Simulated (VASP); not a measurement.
FeSi: single point with PBE

FeSi:

```xyz
8
Lattice="4.5353 0.0000 0.0000 0.0000 4.5353 0.0000 0.0000 0.0000 4.5353" Properties=species:S:1:pos:R:3 pbc="T T T"
Fe    0.6025    0.6025    0.6025
Fe    1.6651    3.9328    2.8701
Fe    2.8701    1.6651    3.9328
Fe    3.9328    2.8701    1.6651
Si    3.8066    3.8066    3.8066
Si    2.9963    0.7287    1.5390
Si    1.5390    2.9963    0.7287
Si    0.7287    1.5390    2.9963
```

This cell differs from its parent crystal: volume scaled by 1.06, then relaxed in part.

| Quantity | Value |
| --- | --- |
| Program | VASP 6.6.1 |
| Task | single point |
| Functional | PBE |
| Potentials or basis | VASP PAW PBE potentials, release 64 (Fe, Si) |
| Cutoff | 520 eV |
| k mesh | 8 × 8 × 8 |
| Occupations | gaussian, width 0.01 eV |
| Spin | no spin polarisation |

- Pressure: -10.9 GPa
- Largest force: 0.031 eV/Å
- Band gap on the k mesh: 0.16 eV, indirect (least direct gap 0.18 eV)

Forces on the atoms (eV/Å):
```
Fe   0.018  0.018  0.018
Fe  -0.018 -0.018  0.018
Fe   0.018 -0.018 -0.018
Fe  -0.018  0.018 -0.018
Si   0.003  0.003  0.003
Si  -0.003 -0.003  0.003
Si   0.003 -0.003 -0.003
Si  -0.003  0.003 -0.003
```

Levels at points of the mesh, in eV from the valence-band top:
| k point | band 21 | band 22 | band 23 | band 24 | band 25 | band 26 | band 27 | band 28 |
| --- | --- | --- | --- | --- | --- | --- | --- | --- |
| (0.00, 0.00, 0.00) | -0.26 | -0.26 | -0.03 | -0.03 | 0.61 | 0.61 | 0.61 | 2.78 |
| (0.50, 0.00, 0.00) | -0.34 | -0.34 | -0.01 | -0.01 | 0.20 | 0.20 | 1.62 | 1.62 |
| (0.50, 0.50, 0.00) | -0.94 | -0.94 | -0.32 | -0.32 | 0.61 | 0.61 | 1.20 | 1.20 |
| (0.50, 0.50, 0.50) | -0.60 | -0.60 | -0.60 | -0.60 | 0.47 | 0.47 | 0.47 | 0.47 |

It took 58 s on 1 thread of Intel(R) Xeon(R) 6975P-C (Granite Rapids), with other jobs on the host, peak memory 0.27 GiB.

 A k mesh can miss the band edges.
